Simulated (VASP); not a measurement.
# NiO (Fm-3m) in VASP: a series of runs, part 2 of 2

VASP 6.6.1. Earlier steps stand in the parts before.

### Step 4. Single point, PBE+U, collinear spin, ferromagnetic start

INCAR reads:

```
SYSTEM = NiO
PREC = Accurate
ENCUT = 520
EDIFF = 1E-6
ISMEAR = 0
SIGMA = 0.05
LREAL = .FALSE.
LASPH = .TRUE.
NELM = 150
ALGO = Normal
ISIF = 2
LWAVE = .FALSE.
LCHARG = .TRUE.
ISPIN = 2
MAGMOM = 2 0
LORBIT = 11
LMAXMIX = 4
LDAU = .TRUE.
LDAUTYPE = 2
LDAUL = 2 -1
LDAUU = 6.2 0
LDAUJ = 0 0
LDAUPRINT = 1
GGA = PE
LELF = .TRUE.
LVHAR = .TRUE.
NBANDS = 19
```

KPOINTS reads:

```
regular mesh
0
G
  10 10 10
  0 0 0
```

POSCAR reads:

```
NiO
1.0
    0.0000000000      2.0859016414      2.0859016414
    2.0859016414      0.0000000000      2.0859016414
    2.0859016414      2.0859016414      0.0000000000
Ni O
1 1
Direct
    0.0000000000      0.0000000000      0.0000000000
    0.5000000000      0.5000000000      0.5000000000
```

Potentials or basis: VASP PAW PBE potentials, release 64 (Ni, O).

Command:

```console
> cat potpaw_PBE.64/Ni/POTCAR potpaw_PBE.64/O/POTCAR > POTCAR
> mpirun -np 1 vasp_std > vasp.out
```

OUTCAR:

```text
SYSTEM = NiO
   PREC = Accurate
   ENCUT = 520
   EDIFF = 1E-6
   ISMEAR = 0
   LREAL = .FALSE.
   LASPH = .TRUE.
   NELM = 150
   ISIF = 2
   ISPIN = 2
   LORBIT = 11
   GGA = PE

 ion  position               nearest neighbor table
   1  0.000  0.000  0.000-   2 2.09   2 2.09   2 2.09   2 2.09   2 2.09   2 2.09
   2  0.500  0.500  0.500-   1 2.09   1 2.09   1 2.09   1 2.09   1 2.09   1 2.09

  LATTYP: Found a face centered cubic cell.
 ALAT       =     4.1718032828

  Lattice vectors:

 A1 = (   0.0000000000,   2.0859016414,   2.0859016414)
 A2 = (   2.0859016414,   0.0000000000,   2.0859016414)
 A3 = (   2.0859016414,   2.0859016414,   0.0000000000)

Analysis of symmetry for initial positions (statically):
[... 25 lines left out ...]
The dynamic configuration has the point symmetry O_h .

Analysis of structural, dynamic, and magnetic symmetry:
=====================================================================
 Subroutine PRICEL returns:
[... 7 lines left out ...]
 out of a pool of 48 trial point group operations.

The overall configuration has the point symmetry O_h .

 Subroutine INISYM returns: Found 48 space group operations
[... 5 lines left out ...]
                                     Primitive cell

  volume of cell :      18.1515

  direct lattice vectors                    reciprocal lattice vectors
     0.000000000  2.085901641  2.085901641    -0.239704495  0.239704495  0.239704495
     2.085901641  0.000000000  2.085901641     0.239704495 -0.239704495  0.239704495
     2.085901641  2.085901641  0.000000000     0.239704495  0.239704495 -0.239704495

  length of vectors
     2.949910391  2.949910391  2.949910391     0.415180364  0.415180364  0.415180364

  position of ions in fractional coordinates (direct lattice)
     0.000000000  0.000000000  0.000000000
     0.500000000  0.500000000  0.500000000

  ion indices of the primitive-cell ions
   primitive index   ion index
[... 145 lines left out ...]
  o =  0.9839  v =  1.0000  0.0000  0.0000  0.0000  0.0000  0.0000  0.0000  0.0000  0.0000  0.0000      0.0000  0.0000  0.0000  0.0000  0.0000  0.0000  0.0000  0.0000  0.0000  0.0000
  o =  0.9839  v =  0.0000  0.9719  0.0000 -0.2356 -0.0000  0.0000  0.0000  0.0000  0.0000  0.0000      0.0000  0.0000  0.0000  0.0000  0.0000  0.0000  0.0000  0.0000  0.0000  0.0000
  o =  1.0387  v =  0.0000  0.0000 -0.9988  0.0000 -0.0486  0.0000  0.0000  0.0000  0.0000  0.0000      0.0000  0.0000  0.0000  0.0000  0.0000  0.0000  0.0000  0.0000  0.0000  0.0000
  o =  1.0387  v =  0.0000 -0.0000  0.0486  0.0000 -0.9988  0.0000  0.0000  0.0000  0.0000  0.0000      0.0000  0.0000  0.0000  0.0000  0.0000  0.0000  0.0000  0.0000  0.0000  0.0000

 number of electron      16.0000001 magnetization       2.0000002

 Free energy of the ion-electron system (eV)
  ---------------------------------------------------
  ext. energy  EPLUGINS =         0.00000000
  ---------------------------------------------------
  free energy    TOTEN  =       -10.16158870 eV

  energy without entropy =      -10.16158870  energy(sigma->0) =      -10.16158870

 E-fermi :   7.1118     XC(G=0): -12.6661

 val. band max:        6.8593593610   @ k =   0.5000   0.0000   0.0000
 cond. band min:       9.3741513054   @ k =   0.0000   0.0000   0.0000
 fundamental gap:      2.5147919444
 Fermi energy:         7.1117592419

 spin component 1

 k-point     1 :       0.0000    0.0000    0.0000
  band No.  band energies     occupation
      1     -12.0486      1.00000
      2       0.7224      1.00000
      3       0.7225      1.00000
      4       1.8392      1.00000
      5       1.8393      1.00000
      6       1.8393      1.00000
[... 1049 lines left out ...]
     18      40.4870      0.00000
     19      40.5885      0.00000

 [... further k-points ...]
[... 5 lines left out ...]
  --------------------------------------------------------------------------------------
  -------------------------------------------------------------------------------------
  Total        0.3867517      0.3867517      0.3867517      0.0000000      0.0000000      0.0000000
  in kB       34.1374717     34.1374717     34.1374717      0.0000000      0.0000000      0.0000000
  external PRESSURE =      34.1374717 kB  Pullay stress =       0.0000000 kB

 VOLUME and BASIS-vectors are now :
 -----------------------------------------------------------------------------
  energy-cutoff  :      520.00
  volume of cell :       18.15
      direct lattice vectors                 reciprocal lattice vectors
     0.000000000  2.085901641  2.085901641    -0.239704495  0.239704495  0.239704495
     2.085901641  0.000000000  2.085901641     0.239704495 -0.239704495  0.239704495
     2.085901641  2.085901641  0.000000000     0.239704495  0.239704495 -0.239704495

 POSITION                                       TOTAL-FORCE (eV/Angst)
 -----------------------------------------------------------------------------------
      0.00000      0.00000      0.00000         0.000000      0.000000     -0.000000
      2.08590      2.08590      2.08590         0.000000      0.000000      0.000000
 -----------------------------------------------------------------------------------
    total drift:                                0.000000     -0.000000     -0.000000

  FREE ENERGIE OF THE ION-ELECTRON SYSTEM (eV)
  ---------------------------------------------------
  free  energy   TOTEN  =       -10.1615887033 eV

  energy  without entropy=      -10.1615887033  energy(sigma->0) =      -10.16158870

 total charge

# of ion       s       p       d       tot
------------------------------------------
    1        0.345   0.429   8.228   9.003
    2        1.547   3.486   0.000   5.034
--------------------------------------------------
tot          1.893   3.915   8.228  14.036

 magnetization (x)

# of ion       s       p       d       tot
------------------------------------------
    1        0.012   0.013   1.799   1.824
    2        0.018   0.154   0.000   0.172
--------------------------------------------------
tot          0.029   0.167   1.799   1.995
```

Run time: 14 s. Hardware: 1 thread of Intel Xeon 6975P-C (Granite Rapids), shared host; peak memory 0.16 GiB.

What came out:

```yaml
Free_energy: -10.1616 eV
Pressure: 3.4 GPa
Band_gap_on_the_k_mesh: 2.51 eV, indirect (least direct gap 3.17 eV)
Net_moment: 2.00 μB per cell
Site_moments: Ni +1.82; O +0.17 μB
Valence_electrons_inside_the_program's_atomic_spheres: Ni 9.00; O 5.03
```

Levels at points of the mesh, in eV from the valence-band top:
Spin up:
```
           k point  band 7  band 8  band 9  band 10  band 11  band 12
(0.00, 0.00, 0.00)   -1.43   -1.43   -1.43     2.76    17.92    17.92
(0.50, 0.00, 0.00)   -3.10    0.00    0.00     6.76    11.19    15.04
(0.50, 0.50, 0.00)   -4.18   -2.81   -2.81     7.09    11.52    11.98
```
Spin down:
```tsv
k point	band 3	band 4	band 5	band 6	band 7	band 8	band 9	band 10	band 11	band 12
(0.00, 0.00, 0.00)	-4.03	-4.03	-1.09	-1.09	-1.09	2.51	2.52	3.11	18.19	18.19
(0.50, 0.00, 0.00)	-4.07	-4.07	-2.20	-2.00	-2.00	4.89	4.89	6.94	11.65	15.43
(0.50, 0.50, 0.00)	-4.78	-3.10	-3.10	-2.49	-2.49	2.97	3.44	7.73	11.81	12.24
```

Eigenvalues of the final occupation matrices:
| site | spin | trace | eigenvalues |
| --- | --- | --- | --- |
| site 1 d | 1 | 5.03 | 0.98 0.98 0.98 1.04 1.04 |
| site 1 d | 2 | 3.23 | 0.14 0.14 0.98 0.98 0.98 |

Caveat: a cell with one magnetic atom can't hold antiferromagnetic order, which such compounds often take.

### Step 5. Single point, PBE+U, collinear spin, ferromagnetic start

This run uses another cell than the first one, of 9.72 Å³/atom, 1.070 times its volume.

INCAR reads:

```
SYSTEM = NiO
PREC = Accurate
ENCUT = 520
EDIFF = 1E-7
ISMEAR = 0
SIGMA = 0.05
LREAL = .False.
LASPH = .True.
NELM = 150
ALGO = Normal
ISIF = 2
LWAVE = .False.
LCHARG = .False.
ISPIN = 2
MAGMOM = 1.91 0.21
LORBIT = 11
LMAXMIX = 4
LDAU = .True.
LDAUTYPE = 2
LDAUL = 2 -1
LDAUU = 6.2 0
LDAUJ = 0 0
LDAUPRINT = 1
GGA = PE
NBANDS = 19
```

KPOINTS reads:

```
Automatic mesh
0
Gamma
  10 10 10
  0 0 0
```

POSCAR reads:

```
NiO
1.0
    0.0000000000      2.1337902789      2.1337902789
    2.1337902789      0.0000000000      2.1337902789
    2.1337902789      2.1337902789      0.0000000000
Ni O
1 1
Direct
    0.0000000000      0.0000000000      0.0000000000
    0.5000000000      0.5000000000      0.5000000000
```

Command:

```console
> cat potpaw_PBE.64/Ni/POTCAR potpaw_PBE.64/O/POTCAR > POTCAR
> mpirun -np 1 vasp_std > vasp.out
```

Wall time 13 s (1 thread of Intel Xeon 6975P-C (Granite Rapids), shared host); peak memory 0.16 GiB.

The run converged. Its results:

```yaml
Free_energy: -10.1419 eV
Pressure: -8.2 GPa
Band_gap_on_the_k_mesh: 2.36 eV, indirect (least direct gap 3.14 eV)
Net_moment: 2.00 μB per cell
Site_moments: Ni +1.83; O +0.16 μB
Valence_electrons_inside_the_program's_atomic_spheres: Ni 8.88; O 5.00
```

Levels at points of the mesh, in eV from the valence-band top:
Spin up:
| k point | band 7 | band 8 | band 9 | band 10 | band 11 | band 12 |
| --- | --- | --- | --- | --- | --- | --- |
| (0.00, 0.00, 0.00) | -1.18 | -1.18 | -1.18 | 2.36 | 17.57 | 17.57 |
| (0.50, 0.00, 0.00) | -3.11 | 0.00 | 0.00 | 6.59 | 10.54 | 14.57 |
| (0.50, 0.50, 0.00) | -4.22 | -2.46 | -2.46 | 6.63 | 11.38 | 11.51 |
Spin down:
| k point | band 4 | band 5 | band 6 | band 7 | band 8 | band 9 | band 10 | band 11 |
| --- | --- | --- | --- | --- | --- | --- | --- | --- |
| (0.00, 0.00, 0.00) | -3.94 | -0.85 | -0.85 | -0.85 | 2.62 | 2.62 | 2.71 | 17.82 |
| (0.50, 0.00, 0.00) | -3.89 | -2.24 | -1.79 | -1.79 | 4.73 | 4.73 | 6.76 | 10.99 |
| (0.50, 0.50, 0.00) | -3.15 | -3.15 | -2.15 | -2.15 | 3.03 | 3.37 | 7.27 | 11.65 |

Eigenvalues of the final occupation matrices:
| site | spin | trace | eigenvalues |
| --- | --- | --- | --- |
| site 1 d | 1 | 5.00 | 0.98 0.98 0.98 1.03 1.03 |
| site 1 d | 2 | 3.20 | 0.13 0.13 0.98 0.98 0.98 |

Caveat: a cell with one magnetic atom can't hold antiferromagnetic order, which such compounds often take. The state reached can hang on the start; a lower one may exist.

### Step 6. Single point, PBE+U, collinear spin, ferromagnetic start

This run uses another cell than the first one, of 9.94 Å³/atom, 1.096 times its volume.

INCAR reads:

```
SYSTEM = NiO
ALGO = Normal
EDIFF = 1E-6
ENCUT = 520
GGA = PE
ISIF = 2
ISMEAR = 0
ISPIN = 2
LASPH = .True.
LCHARG = .True.
LDAU = .True.
LDAUJ = 0 0
LDAUL = 2 -1
LDAUPRINT = 1
LDAUTYPE = 2
LDAUU = 6.2 0
LELF = .True.
LMAXMIX = 4
LORBIT = 11
LREAL = .False.
LVHAR = .True.
LWAVE = .False.
MAGMOM = 1.92 0.21
NBANDS = 19
NELM = 150
PREC = Accurate
SIGMA = 0.05
```

KPOINTS reads:

```
k-points
0
Gamma
  10 10 10
  0 0 0
```

POSCAR reads:

```
NiO
1.0
    0.0000000000      2.1503720565      2.1503720565
    2.1503720565      0.0000000000      2.1503720565
    2.1503720565      2.1503720565      0.0000000000
Ni O
1 1
Direct
    0.0000000000      0.0000000000      0.0000000000
    0.5000000000      0.5000000000      0.5000000000
```

Potentials or basis: VASP PAW PBE potentials, release 64 (Ni, O).

Command:

```console
> cat potpaw_PBE.64/Ni/POTCAR potpaw_PBE.64/O/POTCAR > POTCAR
> mpirun -np 1 vasp_std > vasp.out
```

Wall time 13 s (1 thread of Intel Xeon 6975P-C (Granite Rapids), shared host); peak memory 0.16 GiB.

Results (log left out):

```
Free energy                                           : -10.1145 eV
Pressure                                              : -11.4 GPa
Band gap on the k mesh                                : 2.23 eV, indirect (least direct gap 3.01 eV)
Net moment                                            : 2.00 μB per cell
Site moments                                          : Ni +1.83; O +0.16 μB
Valence electrons inside the program's atomic spheres : Ni 8.84; O 4.99
```

Levels at points of the mesh, in eV from the valence-band top:
Spin up:
| k point | band 7 | band 8 | band 9 | band 10 | band 11 | band 12 |
| --- | --- | --- | --- | --- | --- | --- |
| (0.00, 0.00, 0.00) | -1.10 | -1.10 | -1.10 | 2.23 | 17.45 | 17.45 |
| (0.50, 0.00, 0.00) | -3.11 | 0.00 | 0.00 | 6.52 | 10.32 | 14.41 |
| (0.50, 0.50, 0.00) | -4.24 | -2.35 | -2.35 | 6.47 | 11.33 | 11.35 |
Spin down:
| k point | band 4 | band 5 | band 6 | band 7 | band 8 | band 9 | band 10 | band 11 |
| --- | --- | --- | --- | --- | --- | --- | --- | --- |
| (0.00, 0.00, 0.00) | -3.92 | -0.78 | -0.78 | -0.78 | 2.57 | 2.64 | 2.64 | 17.69 |
| (0.50, 0.00, 0.00) | -3.85 | -2.25 | -1.72 | -1.72 | 4.67 | 4.67 | 6.70 | 10.77 |
| (0.50, 0.50, 0.00) | -3.17 | -3.17 | -2.05 | -2.05 | 3.04 | 3.34 | 7.12 | 11.59 |

Eigenvalues of the final occupation matrices:
```tsv
site	spin	trace	eigenvalues
site 1 d	1	4.99	0.98 0.98 0.98 1.02 1.02
site 1 d	2	3.19	0.12 0.12 0.98 0.98 0.98
```

Caveat: a cell with one magnetic atom can't hold antiferromagnetic order, which such compounds often take. A k mesh can miss the band edges.

### Step 7. Overview

```tsv
spin	cell	k mesh	gap on the mesh (eV)	pressure (GPa)	moment (μB)
collinear, ferromagnetic start	a = 2.950 Å, angles 60.0°, 2 atoms	6 × 6 × 6	2.51	3.4	2.00
collinear, antiferromagnetic start	a = 3.018, b = 3.018, c = 4.268 Å, 4 atoms	5 × 5 × 3	2.62	-8.0	0.00
collinear, ferromagnetic start	a = 2.950 Å, angles 60.0°, 2 atoms	10 × 10 × 10	2.51	3.4	2.00
collinear, ferromagnetic start	a = 3.018 Å, angles 60.0°, 2 atoms	10 × 10 × 10	2.36	-8.2	2.00
collinear, ferromagnetic start	a = 3.041 Å, angles 60.0°, 2 atoms	10 × 10 × 10	2.23	-11.4	2.00
```

Alike in all rows: task single point; level PBE+U; potentials or basis VASP PAW PBE potentials, release 64 (Ni, O); Ni d U = 6.2 eV; cutoff (eV) 520; smearing gaussian 0.05 eV.

Caveats: some runs use coarse meshes; a cell with one magnetic atom can't hold antiferromagnetic order, which such compounds often take (some runs).

Total energies depend on the potentials used, so only differences within one code and one set of settings carry meaning.
